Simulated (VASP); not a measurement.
# P (P6_3/mmc) in VASP: notebook

The runs below take P through single point, with PBE.

All numbers are computed with VASP 6.6.1; they aren't measurements. Logs are shortened: lines on timing, memory, paths and dates and some standing lists are left out, and cuts for length are marked.

## 1. The cell of the first run

Symmetry: P6_3/mmc, No. 194, hexagonal system. Conventional cell: a = 2.307 Å, b = 2.307 Å, c = 3.806 Å, α = 90.00°, β = 90.00°, γ = 120.00°. P (site symmetry -6m2) has 12 P at 2.31 to 2.32 Å within 3.0 Å.

## 2. Single point, PBE

The input, INCAR:

```
SYSTEM = P
ALGO = Normal
EDIFF = 1E-6
ENCUT = 520
GGA = PE
ISIF = 2
ISMEAR = -1
LASPH = .True.
LCHARG = .False.
LREAL = .False.
LWAVE = .False.
NBANDS = 12
NELM = 100
PREC = Accurate
SIGMA = 0.08
```

The input, KPOINTS:

```
k-points
0
Gamma
  19 19 10
  0 0 0
```

The input, POSCAR:

```
P
1.0
    2.3072931750      0.0000000000      0.0000000000
   -1.1536465875      1.9981745036      0.0000000000
    0.0000000000      0.0000000000      3.8056263458
P
2
Direct
    0.3333333333      0.6666666667      0.2500000000
    0.6666666667      0.3333333333      0.7500000000
```

Potentials or basis: VASP PAW PBE potentials, release 64 (P).

Started as:

```
cat potpaw_PBE.64/P/POTCAR > POTCAR
mpirun -np 1 vasp_std > vasp.out
```

OUTCAR:

```text
SYSTEM = P
   EDIFF = 1E-6
   ENCUT = 520
   GGA = PE
   ISIF = 2
   ISMEAR = -1
   LASPH = .True.
   LREAL = .False.
   NELM = 100
   PREC = Accurate

 ion  position               nearest neighbor table
   1  0.333  0.667  0.250-   2 2.32   2 2.32   2 2.32   2 2.32   2 2.32   2 2.32
   2  0.667  0.333  0.750-   1 2.32   1 2.32   1 2.32   1 2.32   1 2.32   1 2.32

  LATTYP: Found a hexagonal cell.
 ALAT       =     2.3072931750
 C/A-ratio  =     1.6493900242

  Lattice vectors:

 A1 = (   2.3072931750,   0.0000000000,   0.0000000000)
 A2 = (  -1.1536465875,   1.9981745036,   0.0000000000)
 A3 = (   0.0000000000,   0.0000000000,   3.8056263458)

Analysis of symmetry for initial positions (statically):
=====================================================================
 Subroutine PRICEL returns:
 Original cell was already a primitive cell.

 Routine SETGRP: Setting up the symmetry group for a
 hexagonal supercell.

 Subroutine GETGRP returns: Found 24 space group operations
 (whereof 12 operations were pure point group operations)
 out of a pool of 24 trial point group operations.

The static configuration has the point symmetry D_3d.
 The point group associated with its full space group is D_6h.

Analysis of symmetry for dynamics (positions and initial velocities):
=====================================================================
 Subroutine PRICEL returns:
 Original cell was already a primitive cell.

 Routine SETGRP: Setting up the symmetry group for a
 hexagonal supercell.

 Subroutine GETGRP returns: Found 24 space group operations
 (whereof 12 operations were pure point group operations)
 out of a pool of 24 trial point group operations.

The dynamic configuration has the point symmetry D_3d.
 The point group associated with its full space group is D_6h.

 Subroutine INISYM returns: Found 24 space group operations
 (whereof 12 operations are pure point group operations),
 and found     1 'primitive' translations

----------------------------------------------------------------------------------------

                                     Primitive cell

  volume of cell :      17.5454

  direct lattice vectors                    reciprocal lattice vectors
     2.307293175  0.000000000  0.000000000     0.433408295  0.250228396  0.000000000
    -1.153646587  1.998174504  0.000000000     0.000000000  0.500456791  0.000000000
     0.000000000  0.000000000  3.805626346     0.000000000  0.000000000  0.262768835

[... 87 lines left out ...]
   IBRION =     -1    ionic relax: 0-MD 1-quasi-New 2-CG
   NFREE  =      0    steps in history (QN), initial steepest desc. (CG)
   ISIF   =      2    stress and relaxation
   ISYM   =      2    0-nonsym 1-usesym 2-fastsym
   POTIM  = 0.5000    time-step for ionic-motion
   TEBEG  =    0.0;   TEEND  =   0.0 temperature during run
   PSTRESS=    0.0 pullay stress
   NELECT =      10.0000    total number of electrons
   NUPDOWN=      -1.0000    fix difference up-down
   EMIN   =  10.00;   EMAX   =-10.00  energy-range for DOS
   EFERMI =   0.00;   METHOD = LEGACY
   ISMEAR =    -1;   SIGMA  =   0.08  broadening in eV -4-tet -1-fermi 0-gaus
   EFERMI_NEDOS =   21; number of points for ismear=-14 and -15
   IALGO  =     38    algorithm
   IMIX   =      4    mixing-type and parameters
     AMIX     =   0.40;   BMIX     =  1.00
     AMIX_MAG =   1.60;   BMIX_MAG =  1.00
  volume/ion in A,a.u.               =       8.77        59.20
  Fermi-wavevector in a.u.,A,eV,Ry     =   1.357336  2.564993 25.066845  1.842361
  Thomas-Fermi vector in A             =   2.484263
   LORBIT       =      0    0 simple, 1 ext, 2 COOP (PROOUT), +10 PAW based schemes
   GGA     = PE    functional components
   LHFCALC =     F    Hartree Fock is set to
   AEXX    =    0.0000 exact exchange contribution
   IVDW    =     0    specifies the selected vdW correction
   LEPSILON=     F    determine dielectric tensor
   LRPA    =     F    only Hartree local field effects (RPA)
 non-spin polarized calculation
  energy-cutoff  :      520.00
  volume of cell :       17.55
 maximum number of plane-waves:       494
 NGX is ok and might be reduce to    18
   NGX =  9   NGY =  9   NGZ = 15

 number of electron      10.0000000 magnetization

 number of electron       9.9999996 magnetization

 Free energy of the ion-electron system (eV)
  ---------------------------------------------------
  ext. energy  EPLUGINS =         0.00000000
  ---------------------------------------------------
  free energy    TOTEN  =        -6.32357959 eV

  energy without entropy =       -6.30996864  energy(sigma->0) =       -6.31677411

 E-fermi :  18.6689     XC(G=0): -13.8056

 val. band max:       18.6610162571   @ k =   0.3158   0.2632   0.2000
 cond. band min:      18.6755859199   @ k =   0.2632   0.2632   0.0000
 fundamental gap:      0.0145696628
 Fermi energy:        18.6688995417

 k-point     1 :       0.0000    0.0000    0.0000
  band No.  band energies     occupation
      1      -4.1591      2.00000
      2       5.4213      2.00000
      3       5.6130      2.00000
      4      27.1557      0.00000
      5      27.1557      0.00000
      6      28.7256      0.00000
      7      28.7256      0.00000
      8      30.4356      0.00000
      9      31.3631      0.00000
     10      33.5089      0.00000
     11      34.5607      0.00000
     12      34.5613      0.00000
[... 331 lines left out ...]
 k-point    24 :       0.3158    0.1053    0.0000
  band No.  band energies     occupation
      1       0.9397      2.00000
      2       9.5104      2.00000
      3      10.4180      2.00000
      4      10.9239      2.00000
      5      16.9522      2.00000
      6      19.2845      0.00091
      7      19.4239      0.00016
      8      25.4936      0.00000
      9      26.9959      0.00000
     10      27.7599      0.00000
     11      35.2646      0.00000
     12      35.5945      0.00000

 [... further k-points ...]
[... 5 lines left out ...]
  --------------------------------------------------------------------------------------
  -------------------------------------------------------------------------------------
  Total       12.9515142     12.9515142     12.9553135     -0.0000000      0.0000000     -0.0000000
  in kB     1182.6841830   1182.6841831   1183.0311171     -0.0000000      0.0000000     -0.0000000
  external PRESSURE =    1182.7998278 kB  Pullay stress =       0.0000000 kB

 VOLUME and BASIS-vectors are now :
 -----------------------------------------------------------------------------
  energy-cutoff  :      520.00
  volume of cell :       17.55
      direct lattice vectors                 reciprocal lattice vectors
     2.307293175  0.000000000  0.000000000     0.433408295  0.250228396  0.000000000
    -1.153646587  1.998174504  0.000000000     0.000000000  0.500456791  0.000000000
     0.000000000  0.000000000  3.805626346     0.000000000  0.000000000  0.262768835

 POSITION                                       TOTAL-FORCE (eV/Angst)
 -----------------------------------------------------------------------------------
     -0.00000      1.33212      0.95141        -0.000000      0.000000      0.000000
      1.15365      0.66606      2.85422         0.000000     -0.000000      0.000000
 -----------------------------------------------------------------------------------
    total drift:                               -0.000000      0.000000     -0.000000

  FREE ENERGIE OF THE ION-ELECTRON SYSTEM (eV)
  ---------------------------------------------------
  free  energy   TOTEN  =        -6.3235795926 eV

  energy  without entropy=       -6.3099686369  energy(sigma->0) =       -6.31677411
```

stdout:

```text
POSCAR found type information on POSCAR P
 POSCAR found :  1 types and       2 ions
 scaLAPACK will be used
 LDA part: xc-table for (Slater+PW92), standard interpolation
 POSCAR, INCAR and KPOINTS ok, starting setup
 FFT: planning ... GRIDC
 FFT: planning ... GRID_SOFT
 FFT: planning ... GRID
 WAVECAR not read
 entering main loop
```

It took 20 s on 1 thread of AMD EPYC 9R14 (Zen 4), shared host; peak memory 0.12 GiB.

What came out:

```
Free energy            : -6.3236 eV
Pressure               : 118.3 GPa
Band gap on the k mesh : zero (band 5 reaches 29.13 eV, above the bottom of band 6 at 11.01 eV)
```

## 3. Single point, PBE

The input, INCAR:

```
SYSTEM = P
  PREC = Accurate
  ENCUT = 520
  EDIFF = 1E-6
  ISMEAR = -1
  SIGMA = 0.08
  LREAL = .FALSE.
  LASPH = .TRUE.
  NELM = 80
  ALGO = Normal
  ISIF = 2
  LWAVE = .FALSE.
  LCHARG = .FALSE.
  GGA = PE
  NBANDS = 12
```

The input, KPOINTS:

```
regular mesh
0
G
  19 19 10
  0 0 0
```

The input, POSCAR:

```
P
1.0
    2.3077898194      0.0000000000      0.0000000000
   -1.1538949097      1.9986046102      0.0000000000
    0.0000000000      0.0000000000      3.8069511476
P
2
Direct
    0.3333333333      0.6666666667      0.2500000000
    0.6666666667      0.3333333333      0.7500000000
```

Potentials or basis: VASP PAW PBE potentials, release 64 (P).

Started as:

```
cat potpaw_PBE.64/P/POTCAR > POTCAR
mpirun -np 1 vasp_std > vasp.out
```

Run time: 19 s. Hardware: 1 thread of AMD EPYC 9R14 (Zen 4), shared host; peak memory 0.12 GiB.

Results (log left out):

```yaml
Free_energy: -6.3337 eV
Pressure: 117.9 GPa
Band_gap_on_the_k_mesh: zero (band 5 reaches 29.11 eV, above the bottom of band 6 at 11.00 eV)
```

Levels at points of the mesh, in eV from the Fermi level:
```
           k point  band 2  band 3  band 4  band 5  band 6  band 7  band 8  band 9
(0.00, 0.00, 0.00)  -13.24  -13.05    8.48    8.48   10.06   10.06   11.76   12.68
(0.00, 0.00, 0.50)  -20.36   -1.62   -1.62   10.46   10.46   10.46   10.46   12.29
```
